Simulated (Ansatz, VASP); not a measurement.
## GaGe: VASP beside Ansatz

Contents of INCAR:

```
PREC = Accurate
ENCUT = 520
EDIFF = 1E-6
ISMEAR = 0
SIGMA = 0.15
LREAL = F
LASPH = T
NELM = 80
ALGO = Normal
ISIF = 2
LWAVE = F
LCHARG = F
GGA = PS
NBANDS = 20
```

Contents of KPOINTS:

```
Automatic mesh
0
Gamma
  14 14 14
```

File POSCAR:

```
GaGe
1.0
    0.0000000000      2.7529518000      2.7529518000
    2.7529518000      0.0000000000      2.7529518000
    2.7529518000      2.7529518000      0.0000000000
Ga Ge
1 1
Direct
    0.7500000000      0.7500000000      0.7500000000
    0.0000000000      0.0000000000      0.0000000000
```

Input for Ansatz:

```yaml
crystal:
  lattice:
    - [0.0, 2.7529518, 2.7529518]
    - [2.7529518, 0.0, 2.7529518]
    - [2.7529518, 2.7529518, 0.0]
  atoms:
    - { symbol: Ga, position: [0.75, 0.75, 0.75] }
    - { symbol: Ge, position: [0.0, 0.0, 0.0] }
basis:
  ecutwfc: 420
kpoints:
  mp_grid: { grid: [14, 14, 14] }
hamiltonian:
  xc: pbesol
scf:
  occupations: { method: gaussian, width: 0.15 }
output:
  forces: true
  stress: true
  eigenvalues: true
```

Change from the starting cell: strain -0.050 along x and y, -0.050 along z, atoms carried along.

Alike in both runs: task single point; functional PBEsol; k mesh 14 × 14 × 14; occupations gaussian, width 0.15 eV; no spin polarisation.

|  | VASP | Ansatz |
| --- | --- | --- |
| version | VASP 6.6.1 | Ansatz 0.2.0 |
| potentials or method | VASP PAW PBE potentials, release 64 (Ga_d, Ge_d), cutoff 520 eV | scalar-relativistic, plane waves, PAW |
| valence electrons in the cell | 27 | 27 |

Ansatz gave:

* gap on the k mesh at the Fermi level (eV): none
* pressure (GPa): 7.4

What did VASP give for the same quantities?

gap on the k mesh at the Fermi level (eV): none; pressure (GPa): 7.5.

VASP's potentials were made for PBE, not for PBEsol. A gap of «none» marks a metal or a gap that the smearing closes.
